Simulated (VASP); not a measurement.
Write the native input for VASP 6.6.1 that does the following.

```yaml
Task: single point
Functional: PBE
Potentials_or_basis: VASP PAW PBE potentials, release 64 (Mg, O)
Cutoff: 520 eV
k_mesh: 9 × 9 × 6
Occupations: gaussian, width 0.05 eV
Spin: no spin polarisation
Dipole_correction: no
Further_INCAR_settings: ALGO = Normal; EDIFF = 1e-06; NBANDS = 16
```

The structure of MgO lies in POSCAR:

```
MgO
1.0
    3.5774956285      0.0000000000      0.0000000000
   -1.7887478143      3.0982020962      0.0000000000
    0.0000000000      0.0000000000      4.2386168206
Mg O
2 2
Direct
    0.6666666667      0.3333333333      0.7500000000
    0.3333333333      0.6666666667      0.2500000000
    0.6666666667      0.3333333333      0.2500000000
    0.3333333333      0.6666666667      0.7500000000
```

This cell differs from its parent crystal: volume 11.745 Å^3 an atom, c/a of the conventional cell 1.1848.

These files were run (other wordings do the same):

INCAR

```
SYSTEM = MgO
ALGO = Normal
EDIFF = 1E-6
ENCUT = 520
GGA = PE
ISIF = 2
ISMEAR = 0
LASPH = .TRUE.
LCHARG = .FALSE.
LREAL = .FALSE.
LWAVE = .FALSE.
NBANDS = 16
NELM = 80
PREC = Accurate
SIGMA = 0.05
```

KPOINTS

```
k-points
0
G
  9 9 6
  0 0 0
```

Potentials or basis: VASP PAW PBE potentials, release 64 (Mg, O).

Command:

```sh
$ cat potpaw_PBE.64/Mg/POTCAR potpaw_PBE.64/O/POTCAR > POTCAR
$ mpirun -np 1 vasp_std > vasp.out
```

It gave:

The pressure is -4.1 GPa. The band gap on the k mesh is 3.13 eV, direct.

It took 38 s on 1 thread of Intel Xeon 6975P-C (shared host), peak memory 0.18 GiB.
